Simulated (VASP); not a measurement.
Sb:

```xyz
2
Lattice="2.1542 1.2437 3.7580 -2.1542 1.2437 3.7580 0.0000 -2.4875 3.7580" Properties=species:S:1:pos:R:3 pbc="T T T"
Sb    0.0000    0.0000    8.6416
Sb    0.0000    0.0000    2.6324
```

Program: VASP 6.6.1. Alike in all runs: task single point; potentials or basis VASP PAW PBE potentials, release 64 (Sb_d_GW); no spin polarisation; cell as given; k mesh 4 × 4 × 4; cutoff (eV) 400; smearing fermi-dirac 0.05 eV.

**Question.** Order these runs on this cell by their band gap on the k mesh, lowest first.
A. level PBE-based global hybrid with 50 % exact exchange; share of exact exchange 0.5
B. level PBE-based global hybrid with 35 % exact exchange; share of exact exchange 0.35
C. level B3LYP; share of exact exchange 0.2

**Answer.** C (0.81 eV), B (1.17 eV), A (1.57 eV).

Caveats: all runs use coarse meshes; spin-orbit coupling is left out, which moves the levels of the heavy elements.

A k mesh can miss the band edges.
